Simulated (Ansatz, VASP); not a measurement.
## Bi: VASP beside Ansatz

The input INCAR:

```
ALGO = Normal
EDIFF = 1E-6
ENCUT = 520
GGA = PS
ISIF = 2
ISMEAR = -1
LASPH = T
LCHARG = T
LELF = T
LREAL = F
LVHAR = T
LWAVE = F
NBANDS = 22
NELM = 60
PREC = Accurate
SIGMA = 0.05
```

File KPOINTS:

```
k-points
0
Gamma
  7 7 7
```

File POSCAR:

```
Bi
1.0
    2.2973389482      1.3263692602      3.9898217322
   -2.2973389482      1.3263692602      3.9898217322
    0.0000000000     -2.6527385203      3.9898217322
Bi
2
Direct
    0.7660000000      0.7660000000      0.7660000000
    0.2340000000      0.2340000000      0.2340000000
```

Contents of input.yaml:

```yaml
crystal:
  lattice:
    - [2.2973389482, 1.3263692602, 3.9898217322]
    - [-2.2973389482, 1.3263692602, 3.9898217322]
    - [0.0, -2.6527385203, 3.9898217322]
  atoms:
    - { symbol: Bi, position: [0.766, 0.766, 0.766] }
    - { symbol: Bi, position: [0.234, 0.234, 0.234] }
kpoints:
  mp_grid: { grid: [7, 7, 7] }
scf:
  occupations: { method: fermi_dirac, width: 0.05 }
hamiltonian:
  xc: pbesol
  pseudopotentials: { kind: all_electron, lapw: { basis_error: 0.0005 } }
output:
  forces: true
  stress: true
  eigenvalues: true
```

Change from the starting cell: volume scaled by 1.04.

Alike in both runs: task single point; functional PBEsol; k mesh 7 × 7 × 7; occupations fermi-dirac, width 0.05 eV; no spin polarisation.

|  | VASP | Ansatz |
| --- | --- | --- |
| version | VASP 6.6.1 | Ansatz 0.2.0 |
| potentials or method | VASP PAW PBE potentials, release 64 (Bi_d), cutoff 520 eV | all-electron LAPW, scalar-relativistic |

```tsv
	VASP	Ansatz	Ansatz less VASP
gap on the k mesh at the Fermi level (eV)	0.24	0.24	-0.001
least direct gap on the mesh (eV)	0.49	0.49	+0.002
pressure (GPa)	-2.1	-2.1	+0.07
traceless stress, the component that is largest in VASP (GPa)	0.07	0.07	+0.002
rms of the force components (eV/Å)	0.021	0.023	+0.0023
```

VASP's potentials were made for PBE, not for PBEsol. Atom by atom the forces differ by 0.002 eV/Å (rms over components). Ansatz ran all-electron here, and VASP with PAW potentials.

Spin-orbit coupling is off throughout.
